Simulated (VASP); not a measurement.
A run of VASP 6.6.1 is set up as follows.

POSCAR

```
SrO
1.0
    0.0000000000      2.7197229020      2.5798927168
    2.5798927168      0.0000000000      2.5798927168
    2.5798927168      2.7197229020      0.0000000000
Sr O
1 1
Direct
    0.5000000000      0.5000000000      0.5000000000
    0.0000000000      0.0000000000      0.0000000000
```

The input INCAR.step1:

```
PREC     = Accurate       # precision mode
ENCUT    = 520            # plane-wave cutoff, eV
ISMEAR   = 0              # smearing method
SIGMA    = 0.01           # smearing width, eV
LREAL    = False          # projectors in reciprocal space
LASPH    = True           # aspherical terms in the spheres
NELM     = 100            # most SCF steps
NBANDS   = 15             # bands
GGA      = PE             # functional
ALGO     = Normal         # electronic algorithm
EDIFF    = 1E-4           # SCF threshold, eV
LWAVE    = True           # write WAVECAR
LCHARG   = False          # write CHGCAR
```

INCAR.step2

```
PREC     = Accurate       # precision mode
ENCUT    = 520            # plane-wave cutoff, eV
EDIFF    = 1E-7           # SCF threshold, eV
ISMEAR   = 0              # smearing method
SIGMA    = 0.01           # smearing width, eV
LREAL    = False          # projectors in reciprocal space
LASPH    = True           # aspherical terms in the spheres
NELM     = 100            # most SCF steps
ALGO     = Normal         # electronic algorithm
ISIF     = 2              # what is computed and relaxed
LWAVE    = False          # write WAVECAR
LCHARG   = False          # write CHGCAR
METAGGA  = R2SCAN         # meta-GGA
LMIXTAU  = True         
NBANDS   = 15             # bands
ISTART   = 1
```

File KPOINTS:

```
regular mesh
0
Gamma
  8 8 8
```

Potentials or basis: VASP PAW PBE potentials, release 64 (Sr_sv, O).

Command:

```sh
$ cat potpaw_PBE.64/Sr_sv/POTCAR potpaw_PBE.64/O/POTCAR > POTCAR
$ cp INCAR.step1 INCAR
$ mpirun -np 1 vasp_std > vasp.out
$ cp INCAR.step2 INCAR
$ mpirun -np 1 vasp_std > vasp.out
```

Task: Predict the pressure.

Result: -3.5 GPa.

Task: Estimate the band gap on the k mesh.

Result: 3.67 eV, indirect (least direct gap 3.78 eV).

Stress tensor (GPa, compression positive):
```
-1.82  0.00  0.00
 0.00 -6.80  0.00
 0.00  0.00 -1.82
```

Caveat: the cell differs from its parent crystal (uniaxial y strain +5.4%); the PAW data sets were made with another functional, which shifts forces and pressure a little. A k mesh can miss the band edges.
